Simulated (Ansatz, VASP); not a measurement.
## TiO in VASP and in Ansatz

INCAR

```
SYSTEM = TiO
PREC     = Accurate       ! precision mode
ENCUT    = 520            ! plane-wave cutoff, eV
EDIFF    = 1E-6           ! SCF threshold, eV
ISMEAR   = 0              ! smearing method
SIGMA    = 0.1            ! smearing width, eV
LREAL    = .False.        ! projectors in reciprocal space
LASPH    = .True.         ! aspherical terms in the spheres
NELM     = 80             ! most SCF steps
ALGO     = Normal         ! electronic algorithm
ISIF     = 2              ! what is computed and relaxed
LWAVE    = .False.        ! write WAVECAR
LCHARG   = .True.         ! write CHGCAR
GGA      = PS             ! functional
LELF     = .True.         ! ELF
LVHAR    = .True.       
NBANDS   = 36             ! bands
```

The input KPOINTS:

```
Automatic mesh
0
Gamma
  10 10 10
  0 0 0
```

POSCAR

```
TiO
1.0
    4.1126169162      0.0000000000      0.0000000000
    0.0000000000      4.1126169162      0.0000000000
    0.0000000000      0.0000000000      4.1126169162
Ti O
3 3
Direct
    0.5000000000      0.5000000000      0.0000000000
    0.0000000000      0.5000000000      0.5000000000
    0.5000000000      0.0000000000      0.5000000000
    0.0000000000      0.5000000000      0.0000000000
    0.5000000000      0.0000000000      0.0000000000
    0.0000000000      0.0000000000      0.5000000000
```

Input for Ansatz:

```yaml
crystal:
  lattice:
    - [4.1126169162, 0.0, 0.0]
    - [0.0, 4.1126169162, 0.0]
    - [0.0, 0.0, 4.1126169162]
  atoms:
    - { symbol: Ti, position: [0.5, 0.5, 0.0] }
    - { symbol: Ti, position: [0.0, 0.5, 0.5] }
    - { symbol: Ti, position: [0.5, 0.0, 0.5] }
    - { symbol: O, position: [0.0, 0.5, 0.0] }
    - { symbol: O, position: [0.5, 0.0, 0.0] }
    - { symbol: O, position: [0.0, 0.0, 0.5] }
basis:
  ecutwfc: 420
kpoints:
  mp_grid: { grid: [10, 10, 10] }
hamiltonian:
  xc: pbesol
scf:
  occupations: { method: gaussian, width: 0.1 }
output:
  forces: true
  stress: true
  eigenvalues: true
```

Alike in both runs: task single point; functional PBEsol; k mesh 10 × 10 × 10; occupations gaussian, width 0.1 eV; no spin polarisation.

```csv
,VASP,Ansatz
version,VASP 6.6.1,Ansatz 0.2.0
potentials or method,"VASP PAW PBE potentials, release 64 (Ti_sv, O), cutoff 520 eV","scalar-relativistic, plane waves, PAW"
valence electrons in the cell,54,54
```

VASP gave:

- gap on the k mesh at the Fermi level (eV): none
- pressure (GPa): -11.1

Question: Which values does Ansatz return?

Answer: gap on the k mesh at the Fermi level (eV): none; pressure (GPa): -11.6.

VASP's potentials were made for PBE, not for PBEsol. A gap of «none» marks a metal or a gap that the smearing closes.
